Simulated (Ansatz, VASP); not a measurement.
RbAl2O3 in VASP and in Ansatz

```
Rb Al O
1.0
     5.53127    0.00000    0.00000
    -2.76564    4.79022    0.00000
     0.00000    0.00000    2.78159
Rb Al O
1 2 3
Cartesian
  0.0000 0.0000 1.3908
  0.0000 3.1935 1.3908
  2.7656 1.5967 1.3908
  1.3828 2.3951 0.0000
  -1.3828 2.3951 0.0000
  2.7656 0.0000 0.0000
```

Alike in both runs: task relaxation of cell and atoms; functional PBE; k mesh 9 × 9 × 14; occupations gaussian, width 0.1 eV; no spin polarisation.

|  | VASP | Ansatz |
| --- | --- | --- |
| version | VASP 6.6.1 | Ansatz 0.2.0 |
| potentials or method | VASP PAW PBE potentials, release 64 (Rb_sv, Al, O), cutoff 600 eV | scalar-relativistic, plane waves, PAW |
| valence electrons in the cell | 33 | 33 |

VASP gave:

| Quantity | Value |
| --- | --- |
| gap on the k mesh at the Fermi level, each at its own relaxed structure (eV) | none |
| relaxed volume (Å³/atom) | 12.31 |
| relaxed length of the cell vector where the two differ most in proportion (Å) | 5.537 |

What did Ansatz give for the same quantities?

gap on the k mesh at the Fermi level, each at its own relaxed structure (eV): none; relaxed volume (Å³/atom): 12.32; relaxed length of the cell vector where the two differ most in proportion (Å): 5.539.

A gap of «none» marks a metal or a gap that the smearing closes.
